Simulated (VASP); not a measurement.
Here is a VASP 6.6.1 calculation.

File INCAR:

```
SYSTEM = YbSe2
PREC = Accurate
ENCUT = 520
EDIFF = 1E-6
ISMEAR = 0
SIGMA = 0.05
LREAL = .False.
LASPH = .True.
NELM = 150
ALGO = Normal
ISIF = 2
LWAVE = .False.
LCHARG = .False.
ISPIN = 2
MAGMOM = 0.05 0 0
LORBIT = 11
LMAXMIX = 6
GGA = PE
NBANDS = 29
```

The input KPOINTS:

```
Automatic mesh
0
Gamma
  8 8 8
  0 0 0
```

The input POSCAR:

```
YbSe2
1.0
    2.3754357946      1.3714584955      3.8794309573
   -2.3754357946      1.3714584955      3.8794309573
    0.0000000000     -2.7429169909      3.8794309573
Yb Se
1 2
Direct
    0.0000000000      0.0000000000      0.0000000000
    0.2500092680      0.2500092680      0.2500092680
    0.7499907320      0.7499907320      0.7499907320
```

Potentials or basis: VASP PAW PBE potentials, release 64 (Yb, Se).

Command:

```sh
$ cat potpaw_PBE.64/Yb/POTCAR potpaw_PBE.64/Se/POTCAR > POTCAR
$ mpirun -np 1 vasp_std > vasp.out
```

Task: Estimate the band gap on the k mesh.

Result: Zero (filled and empty bands overlap).

Task: Predict the net moment.

Result: 0.00 μB per cell.

Caveat: spin-orbit coupling is left out, which moves the levels of the heavy elements. With open d or f shells a metallic result of PBE can be an artefact of self-interaction; +U or a hybrid may open a gap.
